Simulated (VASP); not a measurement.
# O (Fd-3m) in VASP: single point with PBEsol

Aim: the single point of O with PBEsol.

Everything below comes from runs of VASP 6.6.1. Logs are shortened: lines on timing, memory, paths and dates and some standing lists are left out, and cuts for length are marked.

## (1) The cell of the first run

Symmetry: Fd-3m, No. 227, cubic system. The conventional cell has a = 4.342 Å, b = 4.342 Å, c = 4.342 Å, α = 90.00°, β = 90.00°, γ = 90.00°. Within 2.5 Å of O (site symmetry -43m) lie 4 O at 1.88 Å.

## (2) Single point, PBEsol

File INCAR:

```
ALGO     = Normal         # electronic algorithm
EDIFF    = 1E-6           # SCF threshold, eV
ENCUT    = 600            # plane-wave cutoff, eV
GGA      = PS             # functional
GGA_COMPAT= F            
ISIF     = 2              # what is computed and relaxed
ISMEAR   = 1              # smearing method
LASPH    = T              # aspherical terms in the spheres
LCHARG   = T              # write CHGCAR
LELF     = T              # ELF
LREAL    = F              # projectors in reciprocal space
LVHAR    = T            
LWAVE    = F              # write WAVECAR
NBANDS   = 13             # bands
NELM     = 120            # most SCF steps
PREC     = Accurate       # precision mode
SIGMA    = 0.01           # smearing width, eV
```

File KPOINTS:

```
k-points
0
Gamma
  6 6 6
```

File POSCAR:

```
O
1.0
    3.0700550000      0.0000000000      0.0000000000
    1.5350275000      2.6587456210      0.0000000000
    1.5350275000      0.8862485403      2.5066894108
O
2
Direct
    0.2500000000      0.2500000000      0.2500000000
    0.0000000000      0.0000000000      0.0000000000
```

Potentials or basis: VASP PAW PBE potentials, release 64 (O).

On the command line:

```sh
$ cat potpaw_PBE.64/O/POTCAR > POTCAR
$ mpirun -np 1 vasp_std > vasp.out
```

OUTCAR:

```text
EDIFF = 1E-6
   ENCUT = 600
   GGA = PS
   ISIF = 2
   ISMEAR = 1
   LASPH = T
   LREAL = F
   NELM = 120
   PREC = Accurate

 ion  position               nearest neighbor table
   1  0.250  0.250  0.250-   2 1.88   2 1.88   2 1.88   2 1.88
   2  0.000  0.000  0.000-   1 1.88   1 1.88   1 1.88   1 1.88

  LATTYP: Found a face centered cubic cell.
 ALAT       =     4.3417134182

  Lattice vectors:

 A1 = (   3.0700550000,   0.0000000000,   0.0000000000)
 A2 = (   1.5350275000,   2.6587456210,   0.0000000000)
 A3 = (   1.5350275000,   0.8862485403,   2.5066894108)

Analysis of symmetry for initial positions (statically):
=====================================================================
 Subroutine PRICEL returns:
 Original cell was already a primitive cell.

 Routine SETGRP: Setting up the symmetry group for a
 face centered cubic supercell.

 Subroutine GETGRP returns: Found 48 space group operations
 (whereof 24 operations were pure point group operations)
 out of a pool of 48 trial point group operations.

The static configuration has the point symmetry T_d .
 The point group associated with its full space group is O_h .

Analysis of symmetry for dynamics (positions and initial velocities):
=====================================================================
 Subroutine PRICEL returns:
 Original cell was already a primitive cell.

 Routine SETGRP: Setting up the symmetry group for a
 face centered cubic supercell.

 Subroutine GETGRP returns: Found 48 space group operations
 (whereof 24 operations were pure point group operations)
 out of a pool of 48 trial point group operations.

The dynamic configuration has the point symmetry T_d .
 The point group associated with its full space group is O_h .

 Subroutine INISYM returns: Found 48 space group operations
 (whereof 24 operations are pure point group operations),
 and found     1 'primitive' translations

----------------------------------------------------------------------------------------

                                     Primitive cell

  volume of cell :      20.4608

  direct lattice vectors                    reciprocal lattice vectors
     3.070055000  0.000000000  0.000000000     0.325727064 -0.188058608 -0.132977517
     1.535027500  2.658745621  0.000000000     0.000000000  0.376117216 -0.132977517
     1.535027500  0.886248540  2.506689411     0.000000000  0.000000000  0.398932551

  length of vectors
     3.070055000  3.070055000  3.070055000     0.398932551  0.398932551  0.398932551

[... 81 lines left out ...]
   PSTRESS=    0.0 pullay stress
   NELECT =      12.0000    total number of electrons
   NUPDOWN=      -1.0000    fix difference up-down
   EMIN   =  10.00;   EMAX   =-10.00  energy-range for DOS
   EFERMI =   0.00;   METHOD = LEGACY
   ISMEAR =     1;   SIGMA  =   0.01  broadening in eV -4-tet -1-fermi 0-gaus
   EFERMI_NEDOS =   21; number of points for ismear=-14 and -15
   IALGO  =     38    algorithm
   IMIX   =      4    mixing-type and parameters
     AMIX     =   0.40;   BMIX     =  1.00
     AMIX_MAG =   1.60;   BMIX_MAG =  1.00
  volume/ion in A,a.u.               =      10.23        69.04
  Fermi-wavevector in a.u.,A,eV,Ry     =   1.370337  2.589562 25.549344  1.877824
  Thomas-Fermi vector in A             =   2.496132
   LORBIT       =      0    0 simple, 1 ext, 2 COOP (PROOUT), +10 PAW based schemes
   GGA     = PS    functional components
   LHFCALC =     F    Hartree Fock is set to
   AEXX    =    0.0000 exact exchange contribution
   IVDW    =     0    specifies the selected vdW correction
   LEPSILON=     F    determine dielectric tensor
   LRPA    =     F    only Hartree local field effects (RPA)
 non-spin polarized calculation
 Methfessel and Paxton  Order N= 1 SIGMA  =   0.01
  energy-cutoff  :      600.00
  volume of cell :       20.46
 maximum number of plane-waves:       701
 NGX is ok and might be reduce to    28
   NGX = 13   NGY = 13   NGZ = 13

 number of electron      12.0000001 magnetization

 Free energy of the ion-electron system (eV)
  ---------------------------------------------------
  ext. energy  EPLUGINS =         0.00000000
  ---------------------------------------------------
  free energy    TOTEN  =        -6.75756267 eV

  energy without entropy =       -6.75733344  energy(sigma->0) =       -6.75748626

 E-fermi :   0.8627     XC(G=0): -10.4665

 val. band max:        0.7193042009   @ k =  -0.1667   0.1667   0.0000
 cond. band min:       0.8658387383   @ k =  -0.3333   0.1667   0.0000
 fundamental gap:      0.1465345374
 Fermi energy:         0.8627233085

 k-point     1 :       0.0000    0.0000    0.0000
  band No.  band energies     occupation
      1     -20.9687      2.00000
      2     -12.4918      2.00000
      3      -3.1549      2.00000
      4      -3.1549      2.00000
      5      -3.1549      2.00000
      6       0.1185      2.00000
      7       0.1185      2.00000
      8       0.1185      2.00000
      9      10.5132      0.00000
     10      24.4607      0.00000
     11      24.4607      0.00000
     12      24.4607      0.00000
     13      24.9660      0.00000
[... 226 lines left out ...]
  band No.  band energies     occupation
      1     -17.3466      2.00000
      2     -17.3466      2.00000
      3      -5.5887      2.00000
      4      -5.5887      2.00000
      5      -0.8597      2.00000
      6      -0.8597      2.00000
      7       2.4172      0.00000
      8       2.4172      0.00000
      9      14.1307      0.00000
     10      14.1307      0.00000
     11      23.3652      0.00000
     12      23.3652      0.00000
     13      29.9922      0.00000

------------------------ aborting loop because EDIFF is reached ----------------------------------------

  FORCE on cell =-STRESS in cart. coord.  units (eV):
  Direction    XX          YY          ZZ          XY          YZ          ZX
  --------------------------------------------------------------------------------------
  -------------------------------------------------------------------------------------
  Total       -0.0998357     -0.0998357     -0.0998357     -0.0000000      0.0000000      0.0000000
  in kB       -7.8175888     -7.8175888     -7.8175888     -0.0000000      0.0000000      0.0000000
  external PRESSURE =      -7.8175888 kB  Pullay stress =       0.0000000 kB

 VOLUME and BASIS-vectors are now :
 -----------------------------------------------------------------------------
  energy-cutoff  :      600.00
  volume of cell :       20.46
      direct lattice vectors                 reciprocal lattice vectors
     3.070055000  0.000000000  0.000000000     0.325727064 -0.188058608 -0.132977517
     1.535027500  2.658745621  0.000000000     0.000000000  0.376117216 -0.132977517
     1.535027500  0.886248540  2.506689411     0.000000000  0.000000000  0.398932551

 POSITION                                       TOTAL-FORCE (eV/Angst)
 -----------------------------------------------------------------------------------
      1.53503      0.88625      0.62667         0.000000      0.000000     -0.000000
      0.00000      0.00000      0.00000        -0.000000     -0.000000      0.000000
 -----------------------------------------------------------------------------------
    total drift:                                0.000000      0.000000      0.000000

  FREE ENERGIE OF THE ION-ELECTRON SYSTEM (eV)
  ---------------------------------------------------
  free  energy   TOTEN  =        -6.7575626658 eV

  energy  without entropy=       -6.7573334356  energy(sigma->0) =       -6.75748626
```

OSZICAR:

```text
N       E                     dE             d eps       ncg     rms          rms(c)
DAV:   1     0.397420577843E+02    0.39742E+02   -0.72443E+03   416   0.988E+02
DAV:   2    -0.541831428758E+01   -0.45160E+02   -0.42780E+02   499   0.194E+02
DAV:   3    -0.675653908553E+01   -0.13382E+01   -0.13316E+01   516   0.304E+01
DAV:   4    -0.675975611504E+01   -0.32170E-02   -0.32170E-02   516   0.183E+00
DAV:   5    -0.675976674454E+01   -0.10629E-04   -0.10629E-04   521   0.959E-02    0.767E-01
DAV:   6    -0.675712222255E+01    0.26445E-02   -0.53322E-03   506   0.697E-01    0.407E-01
DAV:   7    -0.675744717488E+01   -0.32495E-03   -0.18821E-03   521   0.445E-01    0.124E-01
DAV:   8    -0.675755409386E+01   -0.10692E-03   -0.16843E-04   496   0.113E-01    0.995E-03
DAV:   9    -0.675756186391E+01   -0.77700E-05   -0.54663E-06   536   0.182E-02    0.369E-03
DAV:  10    -0.675756266579E+01   -0.80188E-06   -0.99879E-07   400   0.821E-03
   1 F= -.67575627E+01 E0= -.67574863E+01  d E =-.229230E-03
```

Wall time 8.5 s (1 thread of AMD EPYC 7R43 (Zen 3), shared host); peak memory 0.11 GiB.

Results:

```
Free energy            : -6.7576 eV
Pressure               : -0.8 GPa
Band gap on the k mesh : zero (bands 6 and 7 overlap by 1.14 eV)
```

Levels at points of the mesh, in eV from the Fermi level:
```
           k point  band 2  band 3  band 4  band 5  band 6  band 7  band 8  band 9  band 10  band 11
(0.00, 0.00, 0.00)  -13.35   -4.02   -4.02   -4.02   -0.74   -0.74   -0.74    9.65    23.60    23.60
(0.50, 0.00, 0.00)  -16.32   -5.30   -5.00   -5.00    0.40    0.40    1.21   13.19    15.87    20.04
(0.50, 0.50, 0.00)  -18.22   -6.14   -6.14   -2.31   -2.31    1.78    1.78   13.18    13.18    23.55
```

Caveat: the k points lie up to 0.42 Å⁻¹ apart, too coarse for converged energies and pressures of a metal; the PAW data sets were made with another functional, which shifts forces and pressure a little.

The gap in the log of VASP goes by the Fermi energy; the results here count the filled bands.